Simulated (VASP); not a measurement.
## SiC: elastic constants with PBEsol

The system is SiC.

```xyz
2
Lattice="0.0000 2.1457 2.1457 2.1457 0.0000 2.1457 2.1457 2.1457 0.0000" Properties=species:S:1:pos:R:3 pbc="T T T"
Si    0.0000    0.0000    0.0000
C     3.2185    3.2185    3.2185
```

```
Program                   : VASP 6.6.1
Task                      : elastic constants
Functional                : PBEsol
Potentials or basis       : VASP PAW PBE potentials, release 64 (Si, C)
Cutoff                    : 600 eV
k mesh                    : 12 × 12 × 12
Occupations               : gaussian, width 0.01 eV
Spin                      : no spin polarisation
Dipole correction         : no
Ions in elastic constants : relaxed
Further INCAR settings    : ALGO = Normal; EDIFF = 1e-08; IBRION = 6; POTIM = 0.015; NSW = 1; ISIF = 3
```

```json
{"Elastic constants C11, C12, C44": "420, 168, 262 GPa", "Voigt bulk modulus": "252 GPa", "Highest phonon frequency at Γ, LO-TO splitting left out": "829 cm⁻¹"}
```

Phonon frequencies in cm⁻¹ (negative: imaginary):
| q point | frequencies |
| --- | --- |
| (0.000, 0.000, 0.000) | 0 0 0 829 829 829 |

Elastic tensor in Voigt notation (GPa, in the Cartesian axes of the cell as first typed):
```
420 168 168   0   0   0
168 420 168   0   0   0
168 168 420   0   0   0
  0   0   0 262   0   0
  0   0   0   0 262   0
  0   0   0   0   0 262
```

Clamped-ion elastic tensor (GPa):
```
420 168 168   0   0   0
168 420 168   0   0   0
168 168 420   0   0   0
  0   0   0 309   0   0
  0   0   0   0 309   0
  0   0   0   0   0 309
```

Run time: 7.9 min on 1 thread of Intel Xeon 6975P-C, on a shared host, peak memory 0.31 GiB.

Caveat: the cell is under stress, which shifts elastic constants; the PAW data sets were made with another functional, which shifts forces and pressure a little.
